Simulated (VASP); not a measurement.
## SnS2: single point with r2SCAN0

SnS2:

```
CELL_PARAMETERS angstrom
3.62360 0.00000 0.00000
-1.81180 3.13813 0.00000
0.00000 0.00000 5.41755
ATOMIC_POSITIONS crystal
Sn 0.00000 0.00000 0.00000
S 0.33333 0.66667 0.27200
S 0.66667 0.33333 0.72800
```

* Program: VASP 6.6.1
* Task: single point
* Functional: r2SCAN0
* Potentials or basis: VASP PAW PBE potentials, release 64 (Sn_d, S)
* Cutoff: 440 eV
* k mesh: 4 × 4 × 2
* Occupations: gaussian, width 0.05 eV
* Spin: no spin polarisation

The pressure is 2.3 GPa. The largest force is 0.741 eV/Å. The band gap on the k mesh is 3.04 eV (least direct gap 3.53 eV).

Forces on the atoms (eV/Å):
```
Sn   0.000  0.000  0.000
S    0.000  0.000 -0.741
S    0.000  0.000  0.741
```

Stress tensor (GPa, compression positive):
```
2.53 0.00 0.00
0.00 2.53 0.00
0.00 0.00 1.82
```

Levels at points of the mesh, in eV from the valence-band top:
| k point | band 10 | band 11 | band 12 | band 13 | band 14 | band 15 | band 16 | band 17 |
| --- | --- | --- | --- | --- | --- | --- | --- | --- |
| (0.00, 0.00, 0.00) | -1.21 | -1.08 | -1.08 | 0.00 | 3.53 | 5.13 | 7.26 | 7.26 |
| (0.50, 0.00, 0.00) | -4.15 | -3.58 | -2.11 | -0.65 | 3.31 | 6.05 | 7.01 | 7.43 |
| (0.00, 0.00, 0.50) | -1.47 | -1.47 | -0.68 | -0.68 | 5.11 | 5.33 | 6.60 | 6.60 |
| (0.50, 0.00, 0.50) | -3.10 | -2.28 | -1.57 | -1.45 | 3.04 | 6.17 | 7.07 | 8.23 |

Run time: 8.3 min on 1 thread of Intel(R) Xeon(R) Platinum 8259CL CPU @ 2.50GHz (Skylake/Cascade Lake), with other jobs on the host, peak memory 0.19 GiB.

Caveat: the k points lie up to 0.58 Å⁻¹ apart; the PAW data sets were made with another functional, which shifts forces and pressure a little; spin-orbit coupling is left out, which moves the levels of the heavy elements. A k mesh can miss the band edges.
